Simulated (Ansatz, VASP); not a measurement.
**Mg in VASP and in Ansatz**

```
Mg
1.0
     3.07052    0.00000    0.00000
    -1.02351    2.89491    0.00000
    -1.02351   -1.44746    2.50707
Mg
1
Direct
  0.00000 0.00000 0.00000
```

Alike in both runs: task single point; functional LDA; k mesh 11 × 11 × 11; occupations gaussian, width 0.02 eV; no spin polarisation.

```csv
,VASP,Ansatz
version,VASP 6.6.1,Ansatz 0.2.0
potentials or method,"VASP PAW LDA potentials, release 64 (Mg), cutoff 520 eV","all-electron LAPW, scalar-relativistic"
```

|  | VASP | Ansatz | Ansatz less VASP |
| --- | --- | --- | --- |
| gap on the k mesh at the Fermi level (eV) | none | none | - |
| pressure (GPa) | -1.6 | -1.3 | +0.35 |

LDA's correlation is that of Perdew and Zunger in VASP and of Perdew and Wang (1992) in Ansatz. A gap of «none» marks a metal or a gap that the smearing closes. Ansatz ran all-electron here, and VASP with PAW potentials.
